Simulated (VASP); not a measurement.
# La (P6_3/mmc) in VASP: a series of runs

La is run at these levels: LDA; tasks: electric field gradients, single point.

All numbers are computed with VASP 6.6.1; they aren't measurements. Logs are shortened: lines on timing, memory, paths and dates and some standing lists are left out, and cuts for length are marked.

## 1. The cell of the first run

It takes space group P6_3/mmc (No. 194, hexagonal). Conventional cell: a = 3.824 Å, b = 3.824 Å, c = 6.189 Å, α = 90.00°, β = 90.00°, γ = 120.00°. Within 5.0 Å of La (site symmetry -6m2) lie 12 La at 3.80 to 3.82 Å.

## 2. Electric field gradients, LDA (39.18 Å³/atom)

INCAR

```
PREC = Accurate
ENCUT = 520
EDIFF = 1E-8
ISMEAR = -1
SIGMA = 0.05
LREAL = False
LASPH = True
NELM = 80
ALGO = Normal
ISIF = 2
LWAVE = False
LCHARG = False
GGA = CA
LEFG = True
NBANDS = 18
```

KPOINTS

```
regular mesh
0
Gamma
  11 11 6
```

POSCAR

```
La
1.0
    3.8235501750      0.0000000000      0.0000000000
   -1.9117750874      3.3112915842      0.0000000000
    0.0000000000      0.0000000000      6.1890498321
La
2
Direct
    0.3333333333      0.6666666667      0.2500000000
    0.6666666667      0.3333333333      0.7500000000
```

Potentials or basis: VASP PAW LDA potentials, release 64 (La).

The run is started by

```bash
$ cat potpaw_LDA.64/La/POTCAR > POTCAR
$ mpirun -np 1 vasp_std > vasp.out
```

OUTCAR:

```text
PREC = Accurate
   ENCUT = 520
   EDIFF = 1E-8
   ISMEAR = -1
   LREAL = False
   LASPH = True
   NELM = 80
   ISIF = 2
   GGA = CA

 ion  position               nearest neighbor table
   1  0.333  0.667  0.250-
   2  0.667  0.333  0.750-

  LATTYP: Found a hexagonal cell.
 ALAT       =     3.8235501750
 C/A-ratio  =     1.6186657815

  Lattice vectors:

 A1 = (   3.8235501750,   0.0000000000,   0.0000000000)
 A2 = (  -1.9117750874,   3.3112915842,   0.0000000000)
 A3 = (   0.0000000000,   0.0000000000,   6.1890498321)

Analysis of symmetry for initial positions (statically):
=====================================================================
 Subroutine PRICEL returns:
 Original cell was already a primitive cell.

 Routine SETGRP: Setting up the symmetry group for a
 hexagonal supercell.

 Subroutine GETGRP returns: Found 24 space group operations
 (whereof 12 operations were pure point group operations)
 out of a pool of 24 trial point group operations.

The static configuration has the point symmetry D_3d.
 The point group associated with its full space group is D_6h.

Analysis of symmetry for dynamics (positions and initial velocities):
=====================================================================
 Subroutine PRICEL returns:
 Original cell was already a primitive cell.

 Routine SETGRP: Setting up the symmetry group for a
 hexagonal supercell.

 Subroutine GETGRP returns: Found 24 space group operations
 (whereof 12 operations were pure point group operations)
 out of a pool of 24 trial point group operations.

The dynamic configuration has the point symmetry D_3d.
 The point group associated with its full space group is D_6h.

 Subroutine INISYM returns: Found 24 space group operations
 (whereof 12 operations are pure point group operations),
 and found     1 'primitive' translations

----------------------------------------------------------------------------------------

                                     Primitive cell

  volume of cell :      78.3589

  direct lattice vectors                    reciprocal lattice vectors
     3.823550175  0.000000000  0.000000000     0.261537041  0.150998481  0.000000000
    -1.911775087  3.311291584  0.000000000     0.000000000  0.301996962  0.000000000
     0.000000000  0.000000000  6.189049832     0.000000000  0.000000000  0.161575690

  length of vectors
     3.823550175  3.823550175  6.189049832     0.301996962  0.301996962  0.161575690

  position of ions in fractional coordinates (direct lattice)
     0.333333333  0.666666667  0.250000000
     0.666666667  0.333333333  0.750000000

  ion indices of the primitive-cell ions
   primitive index   ion index
                 1           1
                 2           2

----------------------------------------------------------------------------------------

 KPOINTS: regular mesh

Automatic generation of k-mesh.
 Grid dimensions read from file:
 generate k-points for:   11   11    6

 Generating k-lattice:

  Cartesian coordinates                     Fractional coordinates (reciprocal lattice)
     0.023776095  0.013727135  0.000000000     0.090909091  0.000000000  0.000000000
     0.000000000  0.027454269  0.000000000     0.000000000  0.090909091  0.000000000
     0.000000000  0.000000000  0.026929282     0.000000000  0.000000000  0.166666667

  Length of vectors
     0.027454269  0.027454269  0.026929282

  Shift w.r.t. Gamma in fractional coordinates (k-lattice)
     0.000000000  0.000000000  0.000000000

 Subroutine IBZKPT returns following result:
 ===========================================

 Found     64 irreducible k-points:

 Following reciprocal coordinates:
            Coordinates               Weight
  0.000000  0.000000  0.000000      1.000000
  0.090909  0.000000  0.000000      6.000000
  0.181818  0.000000  0.000000      6.000000
  0.272727  0.000000  0.000000      6.000000
  0.363636  0.000000  0.000000      6.000000
  0.454545  0.000000  0.000000      6.000000
[... 16 lines left out ...]
  0.090909  0.090909  0.166667     12.000000
  0.181818  0.090909  0.166667     24.000000
 [... further k-points ...]
   k-points           NKPTS =     64   k-points in BZ     NKDIM =     64   number of bands    NBANDS=     18
   number of dos      NEDOS =    301   number of ions     NIONS =      2
   total plane-waves  NPLWV =  37632
   dimension x,y,z NGX =    28 NGY =   28 NGZ =   48
   dimension x,y,z NGXF=    56 NGYF=   56 NGZF=   96
   ions per type =               2
   NGX,Y,Z   is equivalent  to a cutoff of  12.17, 12.17, 12.89 a.u.
   NGXF,Y,Z  is equivalent  to a cutoff of  24.35, 24.35, 25.79 a.u.
 SYSTEM =  unknown system
   PREC   = accura    normal or accurate (medium, high low for compatibility)
   ISTART =      0    job   : 0-new  1-cont  2-samecut
   ICHARG =      2    charge: 1-file 2-atom 10-const
   ISPIN  =      1    spin polarized calculation?
   LNONCOLLINEAR =      F non collinear calculations
   LSORBIT =      F    spin-orbit coupling
   LASPH  =      T    aspherical Exc in radial PAW
   ENCUT  =  520.0 eV  38.22 Ry    6.18 a.u.   7.11  7.11 11.51*2*pi/ulx,y,z
   NELM   =     80;   NELMIN=  2; NELMDL= -5     # of ELM steps
   EDIFF  = 0.1E-07   stopping-criterion for ELM
   LREAL  =      F    real-space projection
   EDIFFG = 0.1E-06   stopping-criterion for IOM
   NSW    =      0    number of steps for IOM
   IBRION =     -1    ionic relax: 0-MD 1-quasi-New 2-CG
   NFREE  =      0    steps in history (QN), initial steepest desc. (CG)
   ISIF   =      2    stress and relaxation
   ISYM   =      2    0-nonsym 1-usesym 2-fastsym
   POTIM  = 0.5000    time-step for ionic-motion
   TEBEG  =    0.0;   TEEND  =   0.0 temperature during run
   PSTRESS=    0.0 pullay stress
   NELECT =      22.0000    total number of electrons
   NUPDOWN=      -1.0000    fix difference up-down
   EMIN   =  10.00;   EMAX   =-10.00  energy-range for DOS
   EFERMI =   0.00;   METHOD = LEGACY
   ISMEAR =    -1;   SIGMA  =   0.05  broadening in eV -4-tet -1-fermi 0-gaus
   EFERMI_NEDOS =   21; number of points for ismear=-14 and -15
   IALGO  =     38    algorithm
   IMIX   =      4    mixing-type and parameters
     AMIX     =   0.40;   BMIX     =  1.00
     AMIX_MAG =   1.60;   BMIX_MAG =  1.00
  volume/ion in A,a.u.               =      39.18       264.40
  Fermi-wavevector in a.u.,A,eV,Ry     =   1.071979  2.025747 15.634988  1.149139
  Thomas-Fermi vector in A             =   2.207736
   LORBIT       =      0    0 simple, 1 ext, 2 COOP (PROOUT), +10 PAW based schemes
   GGA     = CA    functional components
   LHFCALC =     F    Hartree Fock is set to
   AEXX    =    0.0000 exact exchange contribution
   IVDW    =     0    specifies the selected vdW correction
   LEPSILON=     F    determine dielectric tensor
   LRPA    =     F    only Hartree local field effects (RPA)
 non-spin polarized calculation
  energy-cutoff  :      520.00
  volume of cell :       78.36
 maximum number of plane-waves:      2128
   NGX = 15   NGY = 15   NGZ = 23

 number of electron      22.0000003 magnetization

 Free energy of the ion-electron system (eV)
  ---------------------------------------------------
  ext. energy  EPLUGINS =         0.00000000
  ---------------------------------------------------
  free energy    TOTEN  =       -10.90663959 eV

  energy without entropy =      -10.86962044  energy(sigma->0) =      -10.88813002

 E-fermi :   7.1459     XC(G=0):  -9.5501

 val. band max:        7.1419091281   @ k =   0.1818   0.0000   0.5000
 cond. band min:       7.1629899614   @ k =   0.1818   0.0909   0.0000
 fundamental gap:      0.0210808333
 Fermi energy:         7.1458751726

 k-point     1 :       0.0000    0.0000    0.0000
  band No.  band energies     occupation
      1     -25.6720      2.00000
      2     -25.5063      2.00000
      3      -9.9598      2.00000
      4      -8.9233      2.00000
      5      -8.9233      2.00000
      6      -8.7610      2.00000
[... 10 lines left out ...]
     17       8.6382      0.00000
     18       8.6646      0.00000

 k-point     2 :       0.0909    0.0000    0.0000
  band No.  band energies     occupation
      1     -25.6611      2.00000
      2     -25.5011      2.00000
      3      -9.9295      2.00000
      4      -9.0005      2.00000
      5      -8.9475      2.00000
      6      -8.8406      2.00000
[... 10 lines left out ...]
     17       8.6200      0.00000
     18       8.6359      0.00000

 k-point     3 :       0.1818    0.0000    0.0000
  band No.  band energies     occupation
      1     -25.6310      2.00000
      2     -25.4879      2.00000
      3      -9.8430      2.00000
      4      -9.2043      2.00000
      5      -9.0440      2.00000
      6      -9.0091      2.00000
[... 10 lines left out ...]
     17       8.6641      0.00000
     18       8.6712      0.00000

 k-point     4 :       0.2727    0.0000    0.0000
  band No.  band energies     occupation
      1     -25.5894      2.00000
      2     -25.4724      2.00000
      3      -9.7139      2.00000
      4      -9.4637      2.00000
      5      -9.2917      2.00000
      6      -9.0849      2.00000
[... 10 lines left out ...]
     17       8.6927      0.00000
     18       8.7182      0.00000

 k-point     5 :       0.3636    0.0000    0.0000
  band No.  band energies     occupation
      1     -25.5471      2.00000
      2     -25.4616      2.00000
      3      -9.6942      2.00000
      4      -9.5668      2.00000
      5      -9.5046      2.00000
      6      -9.1511      2.00000
[... 10 lines left out ...]
     17       8.6563      0.00000
     18       8.7189      0.00000

 k-point     6 :       0.4545    0.0000    0.0000
  band No.  band energies     occupation
      1     -25.5179      2.00000
      2     -25.4590      2.00000
      3      -9.8274      2.00000
      4      -9.6259      2.00000
      5      -9.4488      2.00000
      6      -9.1892      2.00000
[... 307 lines left out ...]
 k-point    21 :       0.3636    0.0000    0.1667
  band No.  band energies     occupation
      1     -25.5414      2.00000
      2     -25.4673      2.00000
      3      -9.7664      2.00000
      4      -9.5750      2.00000
      5      -9.4210      2.00000
      6      -9.1338      2.00000
[... 10 lines left out ...]
     17       8.6695      0.00000
     18       8.7272      0.00000

 k-point    22 :       0.4545    0.0000    0.1667
  band No.  band energies     occupation
      1     -25.5139      2.00000
      2     -25.4630      2.00000
      3      -9.8689      2.00000
      4      -9.6846      2.00000
      5      -9.3590      2.00000
      6      -9.1710      2.00000
[... 10 lines left out ...]
     17       8.7023      0.00000
     18       8.7450      0.00000

 k-point    23 :       0.0909    0.0909    0.1667
  band No.  band energies     occupation
      1     -25.6308      2.00000
      2     -25.5021      2.00000
      3      -9.8130      2.00000
      4      -9.1035      2.00000
      5      -9.0647      2.00000
      6      -8.9584      2.00000
[... 10 lines left out ...]
     17       8.6590      0.00000
     18       8.6989      0.00000

 k-point    24 :       0.1818    0.0909    0.1667
  band No.  band energies     occupation
      1     -25.5963      2.00000
      2     -25.4862      2.00000
      3      -9.7357      2.00000
      4      -9.3114      2.00000
      5      -9.2560      2.00000
      6      -9.0429      2.00000
[... 10 lines left out ...]
     17       8.6584      0.00000
     18       8.6888      0.00000

 [... further k-points ...]

------------------------ aborting loop because EDIFF is reached ----------------------------------------

  FORCE on cell =-STRESS in cart. coord.  units (eV):
  Direction    XX          YY          ZZ          XY          YZ          ZX
  --------------------------------------------------------------------------------------
  -------------------------------------------------------------------------------------
  Total       -2.0055653     -2.0055653     -2.1346107     -0.0000000      0.0000000      0.0000000
  in kB      -41.0071127    -41.0071127    -43.6456596     -0.0000000      0.0000000      0.0000000
  external PRESSURE =     -41.8866283 kB  Pullay stress =       0.0000000 kB

 VOLUME and BASIS-vectors are now :
 -----------------------------------------------------------------------------
  energy-cutoff  :      520.00
  volume of cell :       78.36
      direct lattice vectors                 reciprocal lattice vectors
     3.823550175  0.000000000  0.000000000     0.261537041  0.150998481  0.000000000
    -1.911775087  3.311291584  0.000000000     0.000000000  0.301996962  0.000000000
     0.000000000  0.000000000  6.189049832     0.000000000  0.000000000  0.161575690

 POSITION                                       TOTAL-FORCE (eV/Angst)
 -----------------------------------------------------------------------------------
     -0.00000      2.20753      1.54726         0.000000     -0.000000      0.000000
      1.91178      1.10376      4.64179        -0.000000      0.000000      0.000000
 -----------------------------------------------------------------------------------
    total drift:                               -0.000000      0.000000     -0.000000

  FREE ENERGIE OF THE ION-ELECTRON SYSTEM (eV)
  ---------------------------------------------------
  free  energy   TOTEN  =       -10.9066395935 eV

  energy  without entropy=      -10.8696204410  energy(sigma->0) =      -10.88813002

 Electric field gradients (V/A^2)
---------------------------------------------------------------------
 ion       V_xx      V_yy      V_zz      V_xy      V_xz      V_yz
---------------------------------------------------------------------
   1      -4.442    -4.441     8.883     0.000     0.000    -0.000
   2      -4.442    -4.441     8.883     0.000    -0.000     0.000
---------------------------------------------------------------------

 Electric field gradients after diagonalization (V/A^2)
 (convention: |V_zz| > |V_xx| > |V_yy|)
----------------------------------------------------------------------
 ion       V_xx      V_yy      V_zz     asymmetry (V_yy - V_xx)/ V_zz
----------------------------------------------------------------------
   1      -4.442    -4.441     8.883       0.000
   2      -4.442    -4.441     8.883       0.000
----------------------------------------------------------------------

           NMR quadrupolar parameters

 Cq : quadrupolar parameter    Cq=e*Q*V_zz/h
 eta: asymmetry parameters     (V_yy - V_xx)/ V_zz
 Q  : nuclear electric quadrupole moment in mb (millibarn)
----------------------------------------------------------------------
 ion       Cq(MHz)       eta       Q (mb)
----------------------------------------------------------------------
   1       0.021       0.000       1.000
   2       0.021       0.000       1.000
----------------------------------------------------------------------
```

It took 77 s on 1 thread of Intel Xeon Platinum 8375C at 2.90GHz (Ice Lake), shared host; peak memory 0.22 GiB.

Results:

```yaml
Free_energy: -10.9066 eV
Pressure: -4.2 GPa
Band_gap_on_the_k_mesh: zero (bands 11 and 12 overlap by 1.28 eV)
Largest_electric_field_gradient_by_atom: La +8.9 V/Å²
```

Levels at points of the mesh, in eV from the Fermi level:
| k point | band 8 | band 9 | band 10 | band 11 | band 12 | band 13 | band 14 | band 15 |
| --- | --- | --- | --- | --- | --- | --- | --- | --- |
| (0.00, 0.00, 0.00) | -15.88 | -3.22 | -1.69 | 0.97 | 1.26 | 1.26 | 1.30 | 1.36 |
| (0.00, 0.00, 0.50) | -15.99 | -1.93 | -1.93 | 0.54 | 0.54 | 1.30 | 1.30 | 1.32 |

Electric field gradients, principal values (V/Å²):
```
atom   least  middle  greatest (by size)
1 La  -4.441  -4.442               8.883
2 La  -4.441  -4.442               8.883
```

Caveat: the cell stands under tension; without QUAD_EFG the Cq values of the log hold for a quadrupole moment of 1 mb, not for the nuclei; spin-orbit coupling is left out, which moves the levels of the heavy elements.

## 3. Single point, LDA

This run uses another cell than the first one, of 36.96 Å³/atom.

POSCAR

```
La
1.0
    3.7500020507      0.0000000000      0.0000000000
   -1.8750010253      3.2475970401      0.0000000000
    0.0000000000      0.0000000000      6.0700000000
La
2
Direct
    0.3333333333      0.6666666667      0.2500000000
    0.6666666667      0.3333333333      0.7500000000
```

INCAR.step1

```
SYSTEM = La
ALGO = Normal ; EDIFF = 1E-7
ENCUT = 520 ; GGA = CA
ISIF = 2 ; ISMEAR = -1
LASPH = .TRUE. ; LCHARG = .TRUE.
LMAXMIX = 6 ; LREAL = .FALSE.
LWAVE = .FALSE. ; NBANDS = 18
NELM = 100 ; PREC = Accurate
SIGMA = 0.05
```

KPOINTS.step1

```
k-points
0
G
  11 11 6
  0 0 0
```

INCAR.step2

```
SYSTEM = La
ALGO = Normal ; EDIFF = 1E-7
ENCUT = 520 ; GGA = CA
ICHARG = 11 ; ISIF = 2
ISMEAR = -5 ; LASPH = .TRUE.
LCHARG = .FALSE. ; LMAXMIX = 6
LORBIT = 10 ; LREAL = .FALSE.
LWAVE = .FALSE. ; NEDOS = 1001
NELM = 100 ; PREC = Accurate
SIGMA = 0.05
```

KPOINTS.step2

```
k-points
0
G
  17 17 9
  0 0 0
```

Potentials or basis: VASP PAW LDA potentials, release 64 (La).

The run is started by

```bash
$ cat potpaw_LDA.64/La/POTCAR > POTCAR
$ cp INCAR.step1 INCAR
$ cp KPOINTS.step1 KPOINTS
$ mpirun -np 1 vasp_std > vasp.out
$ cp INCAR.step2 INCAR
$ cp KPOINTS.step2 KPOINTS
$ mpirun -np 1 vasp_std > vasp.out
```

Wall time 2.8 min (1 thread of Intel Xeon Platinum 8375C at 2.90GHz (Ice Lake), shared host); peak memory 0.31 GiB.

Results (log left out):

* Valence electrons inside the program's atomic spheres: La 8.61

Levels at points of the mesh, in eV from the Fermi level:
| k point | band 7 | band 8 | band 9 | band 10 | band 11 | band 12 | band 13 | band 14 | band 15 |
| --- | --- | --- | --- | --- | --- | --- | --- | --- | --- |
| (0.00, 0.00, 0.00) | -15.73 | -15.70 | -3.20 | -1.77 | 0.99 | 1.29 | 1.29 | 1.37 | 1.45 |

Caveat: spin-orbit coupling is left out, which moves the levels of the heavy elements.

The gap in the log of VASP goes by the Fermi energy; the results here count the filled bands.